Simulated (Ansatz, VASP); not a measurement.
Al2B3N5: VASP beside Ansatz

```xyz
10
Lattice="6.6733 -2.2818 -0.0521 6.6733 2.2818 -0.0521 -0.7708 0.0000 3.1940" Properties=species:S:1:pos:R:3 pbc="T T T"
Al    3.1014    0.3365    2.4519
Al    9.4744    0.3365    0.6380
B     7.8573   -1.8105    0.2427
B     6.6733    0.4127   -0.0521
B     4.7184   -1.8105    2.8472
N     4.7309   -0.3720    2.8480
N    10.0157   -0.0834    2.4584
N     2.5601   -0.0834    0.6315
N     7.8449   -0.3720    0.2419
N     6.6733    1.9254   -0.0521
```

Alike in both runs: functional PBE; k mesh 6 × 6 × 8; occupations gaussian, width 0.02 eV; no spin polarisation.

Ansatz relaxed the structure, and its values are those at the end. VASP's run is a single point on that final structure, the one shown.

```csv
,VASP,Ansatz
version,VASP 6.6.1,Ansatz 0.2.0
potentials or method,"VASP PAW PBE potentials, release 64 (Al, B, N), cutoff 520 eV","scalar-relativistic, plane waves, PAW"
valence electrons in the cell,40,40
```

```tsv
	VASP	Ansatz	Ansatz less VASP
gap on the k mesh at the Fermi level (eV)	2.55	2.56	+0.008
least direct gap on the mesh (eV)	3.83	3.84	+0.006
pressure (GPa)	-0.1	0.0	+0.07
rms of the force components (eV/Å)	0.009	0.001	-0.0089
```
